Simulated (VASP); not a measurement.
Ru: single point with PBE

The system is Ru.

```xyz
1
Lattice="0.0000 1.9053 1.9053 1.9053 0.0000 1.9053 1.9053 1.9053 0.0000" Properties=species:S:1:pos:R:3 pbc="T T T"
Ru    0.0000    0.0000    0.0000
```

This isn't the form of Ru at room conditions, which is hcp.

```yaml
Program: VASP 6.6.1
Task: single point
Functional: PBE
Potentials_or_basis: VASP PAW PBE potentials, release 64 (Ru_pv)
Cutoff: 520 eV
k_mesh: 18 × 18 × 18
Occupations: gaussian, width 0.05 eV
Spin: non-collinear spin, zero start, spin-orbit coupling
Starting_moments: "[[0.0, 0.0, 0.0]] μB"
Dipole_correction: no
Further_INCAR_settings: ALGO = Fast; EDIFF = 1e-06; NBANDS = 25
```

| Property | Result |
| --- | --- |
| Pressure | 0.0 GPa |
| Net moment | 0.00 μB per cell |
| Valence electrons inside the program's atomic spheres | Ru 12.64 |

Moments on the atoms (μB; x, y, z):
```
Ru  0.00 0.00 0.00
```

Run time: 68 s on 1 thread of Intel(R) Xeon(R) 6975P-C (Granite Rapids) (shared host), peak memory 0.22 GiB.
